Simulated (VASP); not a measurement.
**C: single point with PBE+D3(BJ)**

The system is C, a slab with vacuum.

```xyz
24
Lattice="4.9299 0.0000 0.0000 -2.4650 4.2695 0.0000 0.0000 0.0000 23.7442" Properties=species:S:1:pos:R:3 pbc="T T T"
C     0.0000    0.0000    8.5000
C    -1.2325    2.1347    8.5000
C     2.4650    0.0000    8.5000
C     1.2325    2.1347    8.5000
C     0.0000    1.4232    8.5000
C    -1.2325    3.5579    8.5000
C     2.4650    1.4232    8.5000
C     1.2325    3.5579    8.5000
C     0.0000    0.0000   11.8721
C    -1.2325    2.1347   11.8721
C     2.4650    0.0000   11.8721
C     1.2325    2.1347   11.8721
C     1.2325    0.7116   11.8721
C     0.0000    2.8463   11.8721
C     3.6975    0.7116   11.8721
C     2.4650    2.8463   11.8721
C     0.0000    0.0000   15.2442
C    -1.2325    2.1347   15.2442
C     2.4650    0.0000   15.2442
C     1.2325    2.1347   15.2442
C     0.0000    1.4232   15.2442
C    -1.2325    3.5579   15.2442
C     2.4650    1.4232   15.2442
C     1.2325    3.5579   15.2442
```

```json
{
 "Program": "VASP 6.6.1",
 "Task": "single point",
 "Functional": "PBE",
 "Dispersion": "D3(BJ)",
 "Potentials or basis": "VASP PAW PBE potentials, release 64 (C)",
 "Cutoff": "520 eV",
 "k mesh": "6 × 6 × 1",
 "Occupations": "gaussian, width 0.1 eV",
 "Spin": "no spin polarisation",
 "Dipole correction": "yes",
 "Further INCAR settings": "LREAL = Auto; ALGO = Normal; EDIFF = 1e-07; NBANDS = 66"
}
```

* Largest force: 0.010 eV/Å
* Dispersion energy per atom: -0.131 eV

Forces on the atoms (eV/Å):
```
C    0.000  0.000  0.006
C    0.000  0.000  0.006
C    0.000  0.000  0.006
C    0.000  0.000  0.006
C    0.000  0.000 -0.010
C    0.000  0.000 -0.010
C    0.000  0.000 -0.010
C    0.000  0.000 -0.010
C    0.000  0.000  0.000
C    0.000  0.000  0.000
C    0.000  0.000  0.000
C    0.000  0.000  0.000
C    0.000  0.000  0.000
C    0.000  0.000  0.000
C    0.000  0.000  0.000
C    0.000  0.000  0.000
C    0.000  0.000 -0.006
C    0.000  0.000 -0.006
C    0.000  0.000 -0.006
C    0.000  0.000 -0.006
C    0.000  0.000  0.010
C    0.000  0.000  0.010
C    0.000  0.000  0.010
C    0.000  0.000  0.010
```

Run time: 17 min on 1 thread of Intel Xeon 8259CL, on a shared host, peak memory 0.62 GiB.
